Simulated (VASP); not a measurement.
As: single point with PBE

As:

```
CELL_PARAMETERS angstrom
0.00000 2.73889 2.73889
2.73889 0.00000 2.73889
2.73889 2.73889 0.00000
ATOMIC_POSITIONS crystal
As 0.87500 0.87500 0.87500
As 0.12500 0.12500 0.12500
```

```yaml
Program: VASP 6.6.1
Task: single point
Functional: PBE
Potentials_or_basis: VASP PAW PBE potentials, release 64 (As)
Cutoff: 520 eV
k_mesh: 11 × 11 × 11
Occupations: fermi-dirac, width 0.08 eV
Spin: no spin polarisation
Dipole_correction: no
Further_INCAR_settings: ALGO = Normal; EDIFF = 1e-06; NBANDS = 12
```

```
Pressure               : 28.3 GPa
Band gap on the k mesh : zero (band 5 reaches 7.11 eV, above the bottom of band 6 at 5.06 eV)
```

Levels at points of the mesh, in eV from the Fermi level:
```csv
k point,band 1,band 2,band 3,band 4,band 5,band 6,band 7,band 8,band 9,band 10
"(0.00, 0.00, 0.00)",-16.40,-3.91,-2.90,-2.90,-2.90,0.28,0.28,0.28,5.08,7.96
```

Wall time 18 s on 1 thread of Intel(R) Xeon(R) Platinum 8488C (Sapphire Rapids) (shared host), peak memory 0.17 GiB.
